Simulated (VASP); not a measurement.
# Ti (Im-3m) in VASP: single point with PBEsol

Aim: the single point of Ti with PBEsol.

All numbers are computed with VASP 6.6.1; they aren't measurements. Logs are shortened: lines on timing, memory, paths and dates and some standing lists are left out, and cuts for length are marked.

## (1) The cell of the first run

Symmetry: Im-3m, No. 229, cubic system. Conventional cell: a = 3.210 Å, b = 3.210 Å, c = 3.210 Å, α = 90.00°, β = 90.00°, γ = 90.00°. Ti (site symmetry m-3m) has 14 Ti at 2.78 to 3.21 Å within 3.7 Å.

## (2) Single point, PBEsol

Contents of INCAR:

```
SYSTEM = Ti
PREC = Accurate
ENCUT = 500
EDIFF = 1E-6
ISMEAR = 0
SIGMA = 0.1
LREAL = .False.
LASPH = .True.
NELM = 120
ALGO = Normal
ISIF = 2
LWAVE = .False.
LCHARG = .False.
GGA = PS
NBANDS = 12
GGA_COMPAT = .False.
```

Contents of KPOINTS:

```
Automatic mesh
0
Gamma
  6 6 6
  0 0 0
```

Contents of POSCAR:

```
Ti
1.0
   -1.6050138992      1.6050138992      1.6050138992
    1.6050138992     -1.6050138992      1.6050138992
    1.6050138992      1.6050138992     -1.6050138992
Ti
1
Direct
    0.0000000000      0.0000000000      0.0000000000
```

Potentials or basis: VASP PAW PBE potentials, release 64 (Ti_sv).

Command:

```console
cat potpaw_PBE.64/Ti_sv/POTCAR > POTCAR
mpirun -np 1 vasp_std > vasp.out
```

OUTCAR:

```text
SYSTEM = Ti
   PREC = Accurate
   ENCUT = 500
   EDIFF = 1E-6
   ISMEAR = 0
   LREAL = .False.
   LASPH = .True.
   NELM = 120
   ISIF = 2
   GGA = PS

 ion  position               nearest neighbor table
   1  0.000  0.000  0.000-

  LATTYP: Found a body centered cubic cell.
 ALAT       =     3.2100277984

  Lattice vectors:

 A1 = (  -1.6050138992,   1.6050138992,   1.6050138992)
 A2 = (   1.6050138992,  -1.6050138992,   1.6050138992)
 A3 = (   1.6050138992,   1.6050138992,  -1.6050138992)

Analysis of symmetry for initial positions (statically):
=====================================================================
 Subroutine PRICEL returns:
 Original cell was already a primitive cell.

 Routine SETGRP: Setting up the symmetry group for a
 body centered cubic supercell.

 Subroutine GETGRP returns: Found 48 space group operations
 (whereof 48 operations were pure point group operations)
 out of a pool of 48 trial point group operations.

The static configuration has the point symmetry O_h .

Analysis of symmetry for dynamics (positions and initial velocities):
=====================================================================
 Subroutine PRICEL returns:
 Original cell was already a primitive cell.

 Routine SETGRP: Setting up the symmetry group for a
 body centered cubic supercell.

 Subroutine GETGRP returns: Found 48 space group operations
 (whereof 48 operations were pure point group operations)
 out of a pool of 48 trial point group operations.

The dynamic configuration has the point symmetry O_h .

 Subroutine INISYM returns: Found 48 space group operations
 (whereof 48 operations are pure point group operations),
 and found     1 'primitive' translations

----------------------------------------------------------------------------------------

                                     Primitive cell

  volume of cell :      16.5385

  direct lattice vectors                    reciprocal lattice vectors
    -1.605013899  1.605013899  1.605013899     0.000000000  0.311523782  0.311523782
     1.605013899 -1.605013899  1.605013899     0.311523782  0.000000000  0.311523782
     1.605013899  1.605013899 -1.605013899     0.311523782  0.311523782  0.000000000

  length of vectors
     2.779965620  2.779965620  2.779965620     0.440561157  0.440561157  0.440561157

  position of ions in fractional coordinates (direct lattice)
     0.000000000  0.000000000  0.000000000

  ion indices of the primitive-cell ions
   primitive index   ion index
                 1           1

----------------------------------------------------------------------------------------

 KPOINTS: Automatic mesh

Automatic generation of k-mesh.
 Grid dimensions read from file:
 generate k-points for:    6    6    6

 Generating k-lattice:

  Cartesian coordinates                     Fractional coordinates (reciprocal lattice)
     0.000000000  0.051920630  0.051920630     0.166666667  0.000000000  0.000000000
     0.051920630  0.000000000  0.051920630     0.000000000  0.166666667  0.000000000
     0.051920630  0.051920630  0.000000000     0.000000000  0.000000000  0.166666667

  Length of vectors
     0.073426860  0.073426860  0.073426860

  Shift w.r.t. Gamma in fractional coordinates (k-lattice)
     0.000000000  0.000000000  0.000000000

 Subroutine IBZKPT returns following result:
 ===========================================

 Found     16 irreducible k-points:

 Following reciprocal coordinates:
            Coordinates               Weight
  0.000000  0.000000  0.000000      1.000000
  0.166667  0.000000  0.000000     12.000000
  0.333333  0.000000  0.000000     12.000000
  0.500000  0.000000  0.000000      6.000000
  0.166667  0.166667  0.000000     24.000000
  0.333333  0.166667  0.000000     48.000000
[... 8 lines left out ...]
  0.500000  0.500000  0.333333     12.000000
  0.500000  0.500000  0.500000      1.000000
   k-points           NKPTS =     16   k-points in BZ     NKDIM =     16   number of bands    NBANDS=     12
   number of dos      NEDOS =    301   number of ions     NIONS =      1
   total plane-waves  NPLWV =   8000
   dimension x,y,z NGX =    20 NGY =   20 NGZ =   20
   dimension x,y,z NGXF=    40 NGYF=   40 NGZF=   40
   ions per type =               1
   NGX,Y,Z   is equivalent  to a cutoff of  11.96, 11.96, 11.96 a.u.
   NGXF,Y,Z  is equivalent  to a cutoff of  23.92, 23.92, 23.92 a.u.
 SYSTEM =  Ti
   PREC   = accura    normal or accurate (medium, high low for compatibility)
   ISTART =      0    job   : 0-new  1-cont  2-samecut
   ICHARG =      2    charge: 1-file 2-atom 10-const
   ISPIN  =      1    spin polarized calculation?
   LNONCOLLINEAR =      F non collinear calculations
   LSORBIT =      F    spin-orbit coupling
   LASPH  =      T    aspherical Exc in radial PAW
   ENCUT  =  500.0 eV  36.75 Ry    6.06 a.u.   5.07  5.07  5.07*2*pi/ulx,y,z
   NELM   =    120;   NELMIN=  2; NELMDL= -5     # of ELM steps
   EDIFF  = 0.1E-05   stopping-criterion for ELM
   LREAL  =      F    real-space projection
   EDIFFG = 0.1E-04   stopping-criterion for IOM
   NSW    =      0    number of steps for IOM
   IBRION =     -1    ionic relax: 0-MD 1-quasi-New 2-CG
   NFREE  =      0    steps in history (QN), initial steepest desc. (CG)
   ISIF   =      2    stress and relaxation
   ISYM   =      2    0-nonsym 1-usesym 2-fastsym
   POTIM  = 0.5000    time-step for ionic-motion
   TEBEG  =    0.0;   TEEND  =   0.0 temperature during run
   PSTRESS=    0.0 pullay stress
   NELECT =      12.0000    total number of electrons
   NUPDOWN=      -1.0000    fix difference up-down
   EMIN   =  10.00;   EMAX   =-10.00  energy-range for DOS
   EFERMI =   0.00;   METHOD = LEGACY
   ISMEAR =     0;   SIGMA  =   0.10  broadening in eV -4-tet -1-fermi 0-gaus
   EFERMI_NEDOS =   21; number of points for ismear=-14 and -15
   IALGO  =     38    algorithm
   IMIX   =      4    mixing-type and parameters
     AMIX     =   0.40;   BMIX     =  1.00
     AMIX_MAG =   1.60;   BMIX_MAG =  1.00
  volume/ion in A,a.u.               =      16.54       111.61
  Fermi-wavevector in a.u.,A,eV,Ry     =   1.471081  2.779939 29.444068  2.164078
  Thomas-Fermi vector in A             =   2.586260
   LORBIT       =      0    0 simple, 1 ext, 2 COOP (PROOUT), +10 PAW based schemes
   GGA     = PS    functional components
   LHFCALC =     F    Hartree Fock is set to
   AEXX    =    0.0000 exact exchange contribution
   IVDW    =     0    specifies the selected vdW correction
   LEPSILON=     F    determine dielectric tensor
   LRPA    =     F    only Hartree local field effects (RPA)
 non-spin polarized calculation
 Gauss-broadening in eV      SIGMA  =   0.10
  energy-cutoff  :      500.00
  volume of cell :       16.54
 maximum number of plane-waves:       430
   NGX = 11   NGY = 11   NGZ = 11

 number of electron      12.0000006 magnetization

 Free energy of the ion-electron system (eV)
  ---------------------------------------------------
  ext. energy  EPLUGINS =         0.00000000
  ---------------------------------------------------
  free energy    TOTEN  =        -8.22242428 eV

  energy without entropy =       -8.21218175  energy(sigma->0) =       -8.21730302

 E-fermi :   8.5316     XC(G=0): -11.8660

 val. band max:        8.5272052995   @ k =   0.1667   0.1667   0.0000
 cond. band min:       8.6521512862   @ k =   0.3333   0.1667   0.0000
 fundamental gap:      0.1249459867
 Fermi energy:         8.5315633500

 k-point     1 :       0.0000    0.0000    0.0000
  band No.  band energies     occupation
      1     -47.7194      2.00000
      2     -23.6083      2.00000
      3     -23.6083      2.00000
      4     -23.6083      2.00000
      5       2.4205      2.00000
      6       9.5057      0.00000
      7       9.5057      0.00000
      8       9.5058      0.00000
      9      11.3892      0.00000
     10      11.3892      0.00000
     11      26.2440      0.00000
     12      26.2440      0.00000

 k-point     2 :       0.1667    0.0000    0.0000
  band No.  band energies     occupation
      1     -47.6790      2.00000
      2     -23.8152      2.00000
      3     -23.6715      2.00000
      4     -23.6097      2.00000
      5       3.3695      2.00000
      6       9.0884      0.00000
      7       9.2834      0.00000
      8      10.2207      0.00000
      9      11.0644      0.00000
     10      11.4275      0.00000
     11      24.8010      0.00000
     12      25.7808      0.00000

 k-point     3 :       0.3333    0.0000    0.0000
  band No.  band energies     occupation
      1     -47.5972      2.00000
      2     -24.2143      2.00000
      3     -23.7959      2.00000
      4     -23.6129      2.00000
      5       5.3281      2.00000
      6       8.3523      1.98877
      7       8.8536      0.00001
      8      11.2428      0.00000
      9      11.6078      0.00000
     10      11.9373      0.00000
     11      20.5702      0.00000
     12      23.4286      0.00000
[... 166 lines left out ...]
 k-point    15 :       0.5000    0.5000    0.3333
  band No.  band energies     occupation
      1     -47.4712      2.00000
      2     -24.2172      2.00000
      3     -24.0801      2.00000
      4     -24.0220      2.00000
      5       6.6500      2.00000
      6       6.7443      2.00000
      7      10.9183      0.00000
      8      11.1718      0.00000
      9      12.7560      0.00000
     10      16.1104      0.00000
     11      17.4113      0.00000
     12      19.3913      0.00000

 k-point    16 :       0.5000    0.5000    0.5000
  band No.  band energies     occupation
      1     -47.4427      2.00000
      2     -24.1526      2.00000
      3     -24.1526      2.00000
      4     -24.1526      2.00000
      5       6.2034      2.00000
      6       6.2034      2.00000
      7      12.6632      0.00000
      8      12.6632      0.00000
      9      12.6632      0.00000
     10      17.2359      0.00000
     11      17.2359      0.00000
     12      17.2359      0.00000

------------------------ aborting loop because EDIFF is reached ----------------------------------------

  FORCE on cell =-STRESS in cart. coord.  units (eV):
  Direction    XX          YY          ZZ          XY          YZ          ZX
  --------------------------------------------------------------------------------------
  -------------------------------------------------------------------------------------
  Total       -0.0777848     -0.0777848     -0.0777848     -0.0000000      0.0000000      0.0000000
  in kB       -7.5354484     -7.5354484     -7.5354484     -0.0000000      0.0000000      0.0000000
  external PRESSURE =      -7.5354484 kB  Pullay stress =       0.0000000 kB

 VOLUME and BASIS-vectors are now :
 -----------------------------------------------------------------------------
  energy-cutoff  :      500.00
  volume of cell :       16.54
      direct lattice vectors                 reciprocal lattice vectors
    -1.605013899  1.605013899  1.605013899     0.000000000  0.311523782  0.311523782
     1.605013899 -1.605013899  1.605013899     0.311523782  0.000000000  0.311523782
     1.605013899  1.605013899 -1.605013899     0.311523782  0.311523782  0.000000000

 POSITION                                       TOTAL-FORCE (eV/Angst)
 -----------------------------------------------------------------------------------
      0.00000      0.00000      0.00000         0.000000      0.000000     -0.000000
 -----------------------------------------------------------------------------------
    total drift:                                0.000000     -0.000000      0.000000

  FREE ENERGIE OF THE ION-ELECTRON SYSTEM (eV)
  ---------------------------------------------------
  free  energy   TOTEN  =        -8.2224242838 eV

  energy  without entropy=       -8.2121817476  energy(sigma->0) =       -8.21730302
```

Wall time 5.8 s (1 thread of Intel Xeon 8259CL, shared host); peak memory 0.12 GiB.

Results:

```
Free energy            : -8.2224 eV
Pressure               : -0.8 GPa
Band gap on the k mesh : zero (band 6 reaches 9.51 eV, above the bottom of band 7 at 7.92 eV)
```

Caveat: the k points lie up to 0.46 Å⁻¹ apart; the PAW data sets were made with another functional, which shifts forces and pressure a little.
